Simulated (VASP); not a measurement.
# ZnS (R3m) in VASP: notebook

ZnS is run at these levels: LDA; tasks: single point.

Program: VASP 6.6.1. These are calculated values, not measurements. Logs are shortened: lines on timing, memory, paths and dates and some standing lists are left out, and cuts for length are marked.

## 1. The cell of the first run

Symmetry: R3m, No. 160, trigonal system. Conventional cell: a = 3.647 Å, b = 3.647 Å, c = 26.885 Å, α = 90.00°, β = 90.00°, γ = 120.00°. Within 3.0 Å of Zn (site symmetry 3m) lie 4 S at 2.24 Å. Zn (site symmetry 3m) has 4 S at 2.23 Å within 3.0 Å. Within 3.0 Å of Zn (site symmetry 3m) lie 4 S at 2.24 Å. S (site symmetry 3m) has 4 Zn at 2.24 Å within 3.0 Å. Within 3.0 Å of S (site symmetry 3m) lie 4 Zn at 2.23 to 2.24 Å. S (site symmetry 3m) has 4 Zn at 2.23 to 2.24 Å within 3.0 Å.

## 2. Single point, LDA

Contents of INCAR:

```
PREC = Accurate
ENCUT = 520
EDIFF = 1E-6
ISMEAR = 0
SIGMA = 0.01
LREAL = False
LASPH = True
NELM = 100
ALGO = Normal
ISIF = 2
LWAVE = False
LCHARG = False
GGA = CA
NBANDS = 36
```

Contents of KPOINTS:

```
regular mesh
0
Gamma
  6 6 6
```

Contents of POSCAR:

```
ZnS
1.0
    1.8236824358      1.0529039725      8.9618218699
   -1.8236824358      1.0529039725      8.9618218699
    0.0000000000     -2.1058069866      8.9618218699
Zn S
3 3
Direct
    0.9999710000      0.9999710000      0.9999710000
    0.2222690000      0.2222690000      0.2222690000
    0.4446130000      0.4446130000      0.4446130000
    0.0832670000      0.0832670000      0.0832670000
    0.5278420000      0.5278420000      0.5278420000
    0.3053630000      0.3053630000      0.3053630000
```

Potentials or basis: VASP PAW LDA potentials, release 64 (Zn, S).

Run with:

```console
$ cat potpaw_LDA.64/Zn/POTCAR potpaw_LDA.64/S/POTCAR > POTCAR
$ mpirun -np 1 vasp_std > vasp.out
```

OUTCAR:

```text
PREC = Accurate
   ENCUT = 520
   EDIFF = 1E-6
   ISMEAR = 0
   LREAL = False
   LASPH = True
   NELM = 100
   ISIF = 2
   GGA = CA

 ion  position               nearest neighbor table
   1  1.000  1.000  1.000-   6 2.24   6 2.24   6 2.24   4 2.24
   2  0.222  0.222  0.222-   6 2.23   5 2.23   5 2.23   5 2.23
   3  0.445  0.445  0.445-   4 2.24   4 2.24   4 2.24   5 2.24
   4  0.083  0.083  0.083-   3 2.24   3 2.24   3 2.24   1 2.24
   5  0.528  0.528  0.528-   2 2.23   2 2.23   2 2.23   3 2.24
   6  0.305  0.305  0.305-   2 2.23   1 2.24   1 2.24   1 2.24

  LATTYP: Found a trigonal (rhomboedric) cell.
 ALAT       =     9.2059043896
 COS(alpha) =     0.9215133891

  Lattice vectors:

 A1 = (   1.8236824358,   1.0529039725,   8.9618218699)
 A2 = (  -1.8236824358,   1.0529039725,   8.9618218699)
 A3 = (   0.0000000000,  -2.1058069866,   8.9618218699)

Analysis of symmetry for initial positions (statically):
=====================================================================
 Subroutine PRICEL returns:
 Original cell was already a primitive cell.

 Routine SETGRP: Setting up the symmetry group for a
 trigonal (rhombohedral) supercell.

 Subroutine GETGRP returns: Found  6 space group operations
 (whereof  6 operations were pure point group operations)
 out of a pool of 12 trial point group operations.

The static configuration has the point symmetry C_3v.

Analysis of symmetry for dynamics (positions and initial velocities):
=====================================================================
 Subroutine PRICEL returns:
 Original cell was already a primitive cell.

 Routine SETGRP: Setting up the symmetry group for a
 trigonal (rhombohedral) supercell.

 Subroutine GETGRP returns: Found  6 space group operations
 (whereof  6 operations were pure point group operations)
 out of a pool of 12 trial point group operations.

The dynamic configuration has the point symmetry C_3v.

 Subroutine INISYM returns: Found  6 space group operations
 (whereof  6 operations are pure point group operations),
 and found     1 'primitive' translations

----------------------------------------------------------------------------------------

                                     Primitive cell

  volume of cell :     103.2489

  direct lattice vectors                    reciprocal lattice vectors
     1.823682436  1.052903973  8.961821870     0.274170541  0.158292419  0.037194812
    -1.823682436  1.052903973  8.961821870    -0.274170541  0.158292419  0.037194812
     0.000000000 -2.105806987  8.961821870     0.000000000 -0.316584839  0.037194829

  length of vectors
     9.205904390  9.205904390  9.205904317     0.318762340  0.318762340  0.318762318

  position of ions in fractional coordinates (direct lattice)
     0.999971000  0.999971000  0.999971000
     0.222269000  0.222269000  0.222269000
     0.444613000  0.444613000  0.444613000
     0.083267000  0.083267000  0.083267000
     0.527842000  0.527842000  0.527842000
     0.305363000  0.305363000  0.305363000

  ion indices of the primitive-cell ions
   primitive index   ion index
                 1           1
                 2           2
                 3           3
                 4           4
                 5           5
                 6           6

----------------------------------------------------------------------------------------

 KPOINTS: regular mesh

Automatic generation of k-mesh.
 Grid dimensions read from file:
 generate k-points for:    6    6    6

 Generating k-lattice:

  Cartesian coordinates                     Fractional coordinates (reciprocal lattice)
     0.045695090  0.026382070  0.006199135     0.166666667  0.000000000 -0.000000000
    -0.045695090  0.026382070  0.006199135     0.000000000  0.166666667 -0.000000000
     0.000000000 -0.052764140  0.006199138    -0.000000000 -0.000000000  0.166666667

  Length of vectors
     0.053127057  0.053127057  0.053127053

  Shift w.r.t. Gamma in fractional coordinates (k-lattice)
     0.000000000  0.000000000  0.000000000

 Subroutine IBZKPT returns following result:
 ===========================================

 Found     32 irreducible k-points:

 Following reciprocal coordinates:
            Coordinates               Weight
  0.000000  0.000000  0.000000      1.000000
  0.166667 -0.000000  0.000000      6.000000
  0.333333  0.000000  0.000000      6.000000
  0.500000 -0.000000  0.000000      3.000000
  0.166667  0.166667  0.000000      6.000000
  0.333333  0.166667  0.000000     12.000000
[... 16 lines left out ...]
  0.500000  0.500000  0.166667      6.000000
 -0.333333  0.500000  0.166667     12.000000
 [... further k-points ...]
   k-points           NKPTS =     32   k-points in BZ     NKDIM =     32   number of bands    NBANDS=     36
   number of dos      NEDOS =    301   number of ions     NIONS =      6
   total plane-waves  NPLWV = 343000
   dimension x,y,z NGX =    70 NGY =   70 NGZ =   70
   dimension x,y,z NGXF=   140 NGYF=  140 NGZF=  140
   ions per type =               3   3
   NGX,Y,Z   is equivalent  to a cutoff of  12.64, 12.64, 12.64 a.u.
   NGXF,Y,Z  is equivalent  to a cutoff of  25.28, 25.28, 25.28 a.u.
 SYSTEM =  unknown system
   PREC   = accura    normal or accurate (medium, high low for compatibility)
   ISTART =      0    job   : 0-new  1-cont  2-samecut
   ICHARG =      2    charge: 1-file 2-atom 10-const
   ISPIN  =      1    spin polarized calculation?
   LNONCOLLINEAR =      F non collinear calculations
   LSORBIT =      F    spin-orbit coupling
   LASPH  =      T    aspherical Exc in radial PAW
   ENCUT  =  520.0 eV  38.22 Ry    6.18 a.u.  17.12 17.12 17.12*2*pi/ulx,y,z
   NELM   =    100;   NELMIN=  2; NELMDL= -5     # of ELM steps
   EDIFF  = 0.1E-05   stopping-criterion for ELM
   LREAL  =      F    real-space projection
   EDIFFG = 0.1E-04   stopping-criterion for IOM
   NSW    =      0    number of steps for IOM
   IBRION =     -1    ionic relax: 0-MD 1-quasi-New 2-CG
   NFREE  =      0    steps in history (QN), initial steepest desc. (CG)
   ISIF   =      2    stress and relaxation
   ISYM   =      2    0-nonsym 1-usesym 2-fastsym
   POTIM  = 0.5000    time-step for ionic-motion
   TEBEG  =    0.0;   TEEND  =   0.0 temperature during run
   PSTRESS=    0.0 pullay stress
   NELECT =      54.0000    total number of electrons
   NUPDOWN=      -1.0000    fix difference up-down
   EMIN   =  10.00;   EMAX   =-10.00  energy-range for DOS
   EFERMI =   0.00;   METHOD = LEGACY
   ISMEAR =     0;   SIGMA  =   0.01  broadening in eV -4-tet -1-fermi 0-gaus
   EFERMI_NEDOS =   21; number of points for ismear=-14 and -15
   IALGO  =     38    algorithm
   IMIX   =      4    mixing-type and parameters
     AMIX     =   0.40;   BMIX     =  1.00
     AMIX_MAG =   1.60;   BMIX_MAG =  1.00
  volume/ion in A,a.u.               =      17.21       116.13
  Fermi-wavevector in a.u.,A,eV,Ry     =   1.318998  2.492546 23.670830  1.739757
  Thomas-Fermi vector in A             =   2.448928
   LORBIT       =      0    0 simple, 1 ext, 2 COOP (PROOUT), +10 PAW based schemes
   GGA     = CA    functional components
   LHFCALC =     F    Hartree Fock is set to
   AEXX    =    0.0000 exact exchange contribution
   IVDW    =     0    specifies the selected vdW correction
   LEPSILON=     F    determine dielectric tensor
   LRPA    =     F    only Hartree local field effects (RPA)
 non-spin polarized calculation
 Gauss-broadening in eV      SIGMA  =   0.01
  energy-cutoff  :      520.00
  volume of cell :      103.25
 maximum number of plane-waves:      2802
 NGX is ok and might be reduce to    70
   NGX = 35   NGY = 35   NGZ = 35

 number of electron      53.9999999 magnetization

 Free energy of the ion-electron system (eV)
  ---------------------------------------------------
  ext. energy  EPLUGINS =         0.00000000
  ---------------------------------------------------
  free energy    TOTEN  =       -24.39885084 eV

  energy without entropy =      -24.39885084  energy(sigma->0) =      -24.39885084

 E-fermi :   3.4401     XC(G=0): -10.6739

 val. band max:        3.3405120701   @ k =   0.0000   0.0000   0.0000
 cond. band min:       5.9135901434   @ k =   0.0000   0.0000   0.0000
 fundamental gap:      2.5730780733
 Fermi energy:         3.4400794047

 k-point     1 :       0.0000    0.0000    0.0000
  band No.  band energies     occupation
      1     -10.8437      2.00000
      2      -9.9804      2.00000
      3      -9.9710      2.00000
      4      -3.8168      2.00000
      5      -3.8028      2.00000
      6      -3.8028      2.00000
[... 28 lines left out ...]
     35      10.0457      0.00000
     36      10.5482      0.00000

 k-point     2 :       0.1667   -0.0000    0.0000
  band No.  band energies     occupation
      1     -10.6080      2.00000
      2      -9.8695      2.00000
      3      -9.7491      2.00000
      4      -3.8492      2.00000
      5      -3.8091      2.00000
      6      -3.7663      2.00000
[... 28 lines left out ...]
     35      10.2153      0.00000
     36      10.9666      0.00000

 k-point     3 :       0.3333    0.0000    0.0000
  band No.  band energies     occupation
      1     -10.0327      2.00000
      2      -9.5275      2.00000
      3      -9.3940      2.00000
      4      -3.9188      2.00000
      5      -3.8422      2.00000
      6      -3.7137      2.00000
[... 28 lines left out ...]
     35      11.2717      0.00000
     36      11.9885      0.00000
[... 742 lines left out ...]
 k-point    23 :       0.5000    0.5000    0.1667
  band No.  band energies     occupation
      1      -9.9128      2.00000
      2      -9.7862      2.00000
      3      -9.2551      2.00000
      4      -3.9159      2.00000
      5      -3.8440      2.00000
      6      -3.7317      2.00000
[... 28 lines left out ...]
     35      11.1746      0.00000
     36      11.5260      0.00000

 k-point    24 :      -0.3333    0.5000    0.1667
  band No.  band energies     occupation
      1      -9.5376      2.00000
      2      -9.5273      2.00000
      3      -9.1890      2.00000
      4      -3.8326      2.00000
      5      -3.7401      2.00000
      6      -3.7024      2.00000
[... 28 lines left out ...]
     35      11.0248      0.00000
     36      12.2865      0.00000

 [... further k-points ...]
[... 5 lines left out ...]
  --------------------------------------------------------------------------------------
  -------------------------------------------------------------------------------------
  Total        5.2200544      5.2200555      5.3587111      0.0000000      0.0000002      0.0000000
  in kB       81.0028333     81.0028499     83.1544553      0.0000000      0.0000030      0.0000000
  external PRESSURE =      81.7200462 kB  Pullay stress =       0.0000000 kB

 VOLUME and BASIS-vectors are now :
 -----------------------------------------------------------------------------
  energy-cutoff  :      520.00
  volume of cell :      103.25
      direct lattice vectors                 reciprocal lattice vectors
     1.823682436  1.052903973  8.961821870     0.274170541  0.158292419  0.037194812
    -1.823682436  1.052903973  8.961821870    -0.274170541  0.158292419  0.037194812
     0.000000000 -2.105806987  8.961821870     0.000000000 -0.316584839  0.037194829

 POSITION                                       TOTAL-FORCE (eV/Angst)
 -----------------------------------------------------------------------------------
      0.00000      0.00000     26.88469         0.000000      0.000000      0.009821
      0.00000      0.00000      5.97581         0.000000      0.000000      0.027183
      0.00000      0.00000     11.95363         0.000000      0.000000      0.010689
      0.00000      0.00000      2.23867         0.000000     -0.000000     -0.022570
      0.00000      0.00000     14.19128         0.000000     -0.000000     -0.015462
      0.00000      0.00000      8.20983         0.000000     -0.000000     -0.009662
 -----------------------------------------------------------------------------------
    total drift:                                0.000000      0.000002     -0.000879

  FREE ENERGIE OF THE ION-ELECTRON SYSTEM (eV)
  ---------------------------------------------------
  free  energy   TOTEN  =       -24.3988508354 eV

  energy  without entropy=      -24.3988508354  energy(sigma->0) =      -24.39885084
```

Run time: 8 min. Hardware: 1 thread of Intel Xeon Platinum 8488C (Sapphire Rapids), shared host; peak memory 0.48 GiB.

Results:

| Property | Result |
| --- | --- |
| Free energy | -24.3989 eV |
| Pressure | 8.2 GPa |
| Largest force | 0.027 eV/Å |
| Band gap on the k mesh | 2.57 eV, direct |

Forces on the atoms (eV/Å):
```
Zn   0.000  0.000  0.010
Zn   0.000  0.000  0.027
Zn   0.000  0.000  0.011
S    0.000  0.000 -0.023
S    0.000  0.000 -0.015
S    0.000  0.000 -0.010
```

Stress tensor (GPa, compression positive):
```
8.10 0.00 0.00
0.00 8.10 0.00
0.00 0.00 8.32
```

A k mesh can miss the band edges.

[end of part 1 of 3]
